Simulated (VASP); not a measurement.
Write the native input for VASP 6.6.1 that does the following.

```
Task                   : single point
Functional             : r2SCAN
Potentials or basis    : VASP PAW PBE potentials, release 64 (C)
Cutoff                 : 520 eV
k mesh                 : 9 × 9 × 4
Occupations            : gaussian, width 0.1 eV
Spin                   : no spin polarisation
Dipole correction      : no
Further INCAR settings : ALGO = Normal; EDIFF = 1e-07; NBANDS = 11
```

Crystal: C.

```
C
1.0
     2.56785    0.00000    0.00000
    -1.28392    2.22382    0.00000
     0.00000    0.00000    4.16775
C
2
Direct
  0.33333 0.66667 0.25000
  0.66667 0.33333 0.75000
```

The input as run:

POSCAR

```
C
1.0
    2.5678482048      0.0000000000      0.0000000000
   -1.2839241024      2.2238217784      0.0000000000
    0.0000000000      0.0000000000      4.1677536284
C
2
Direct
    0.3333333333      0.6666666667      0.2500000000
    0.6666666667      0.3333333333      0.7500000000
```

INCAR.step1

```
PREC = Accurate
ENCUT = 520
ISMEAR = 0
SIGMA = 0.1
LREAL = F
LASPH = T
NELM = 60
NBANDS = 11
GGA = PE
ALGO = Normal
EDIFF = 1E-4
LWAVE = T
LCHARG = F
```

INCAR.step2

```
PREC = Accurate
ENCUT = 520
EDIFF = 1E-7
ISMEAR = 0
SIGMA = 0.1
LREAL = F
LASPH = T
NELM = 60
ALGO = Normal
ISIF = 2
LWAVE = F
LCHARG = T
METAGGA = R2SCAN
LMIXTAU = T
LELF = T
LVHAR = T
NBANDS = 11
ISTART = 1
```

KPOINTS

```
Automatic mesh
0
Gamma
  9 9 4
```

Potentials or basis: VASP PAW PBE potentials, release 64 (C).

Run with:

```bash
$ cat potpaw_PBE.64/C/POTCAR > POTCAR
$ cp INCAR.step1 INCAR
$ mpirun -np 1 vasp_std > vasp.out
$ cp INCAR.step2 INCAR
$ mpirun -np 1 vasp_std > vasp.out
```

Results of the run:

| Item | Value |
| --- | --- |
| Pressure | -30.8 GPa |
| Band gap on the k mesh | zero (band 4 reaches 6.36 eV, above the bottom of band 5 at 0.17 eV) |

Caveat: the k points lie up to 0.38 Å⁻¹ apart; the PAW data sets were made with another functional, which shifts forces and pressure a little.

Run time: 83 s on 1 thread of AMD EPYC 7R13, on a shared host, peak memory 0.1 GiB.
